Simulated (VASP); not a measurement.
The system is B2N3O.

```
B N O
1.0
     3.12970    0.00000    0.00000
     0.00000    3.12970    0.00000
     0.00000    0.00000    5.74271
B N O
2 3 1
Direct
  0.00000 0.00000 0.36008
  0.00000 0.00000 0.63992
  0.00000 0.50000 0.80801
  0.50000 0.00000 0.19199
  0.00000 0.00000 0.00000
  0.50000 0.50000 0.00000
```

The cell was built from a structure type or drawn by symmetry, and may not be a known phase.

Base run:

| Item | Value |
| --- | --- |
| Program | VASP 6.6.1 |
| Functional | PBE |
| Potentials or basis | VASP PAW PBE potentials, release 64 (B, N, O) |
| Cutoff | 520 eV |
| k mesh | 6 × 6 × 4 |
| Occupations | gaussian, width 0.1 eV |
| Spin | no spin polarisation |

Its results: pressure -1.8 GPa; largest force 3.861 eV/Å.

**Question.** The run is repeated on the same cell with these changes: spin from no spin polarisation to collinear spin, ferromagnetic start; further incar settings from ALGO = Normal; EDIFF = 1e-06; NBANDS = 22 to ALGO = Normal; EDIFF = 1e-07; NBANDS = 26. What comes out?

**Answer.** Pressure -1.4 GPa; net moment 0.78 μB per cell; site moments B +0.02; N +0.08, +0.09 (each value once); O +0.36 μB; largest force 3.554 eV/Å.

Caveats: an odd number of electrons without spin polarisation forces a metal (at least some runs); a magnetic or distorted state may lie lower (at least some runs); forces of over 1 eV/Å act on the atoms, so gaps and moduli don't describe the material at rest (at least some runs).
